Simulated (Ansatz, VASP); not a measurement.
One calculation of Si, two programs

```xyz
2
Lattice="0.0000 2.7017 2.7017 2.7017 0.0000 2.7017 2.7017 2.7017 0.0000" Properties=species:S:1:pos:R:3 pbc="T T T"
Si    2.7017    2.7017    2.7017
Si    4.0525    4.0525    4.0525
```

Alike in both runs: task single point; functional LDA; k mesh 10 × 10 × 10; occupations fermi-dirac, width 0.03 eV; no spin polarisation.

|  | VASP | Ansatz |
| --- | --- | --- |
| version | VASP 6.6.1 | Ansatz 0.2.0 |
| potentials or method | VASP PAW LDA potentials, release 64 (Si), cutoff 500 eV | plane waves (420 eV) with PAW, scalar-relativistic |
| valence electrons in the cell | 8 | 8 |

|  | VASP | Ansatz | Ansatz less VASP |
| --- | --- | --- | --- |
| pressure (GPa) | 0.0 | -0.1 | -0.04 |

Ansatz warns that its potentials were made for another functional, while VASP's fit it. LDA's correlation is that of Perdew and Zunger in VASP and of Perdew and Wang (1992) in Ansatz.
